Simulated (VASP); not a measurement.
Runs of VASP 6.6.1 on PbO (Litharge). The structure is that of space group P4/nmm (No. 129), or close to it. The cells are those of the table. 

```csv
cell,gap on the mesh (eV),pressure (GPa),largest force (eV/Å)
"a = 3.990, b = 3.990, c = 5.010 Å, 4 atoms",1.16,3.1,0.03
"a = 3.936, b = 3.936, c = 4.942 Å, 4 atoms",1.09,(a),0.59
"a = 4.094, b = 4.094, c = 5.140 Å, 4 atoms",1.26,-2.7,0.88
"a = 3.881, b = 3.881, c = 4.873 Å, 4 atoms",(b),11.9,1.26
"a = 3.824, b = 3.824, c = 4.801 Å, 4 atoms",0.90,17.9,2.03
"a = 4.043, b = 4.043, c = 5.076 Å, 4 atoms",1.22,-0.1,0.46
"a = 4.144, b = 4.144, c = 5.203 Å, 4 atoms",1.30,-4.7,1.24
```

Alike in all rows: task single point; level PBE; potentials or basis VASP PAW PBE potentials, release 64 (Pb_d, O); no spin polarisation; k mesh 4 × 4 × 4; cutoff (eV) 520; smearing gaussian 0.01 eV.

**Question.** Fill in the values left out.

**Answer.** (a) 7.0; (b) 1.00.

Caveats: spin-orbit coupling is left out, which moves the levels of the heavy elements; forces of over 1 eV/Å act on the atoms, so gaps and moduli don't describe the material at rest (some runs).

A k mesh can miss the band edges, and the runs leave out spin-orbit coupling on Pb.
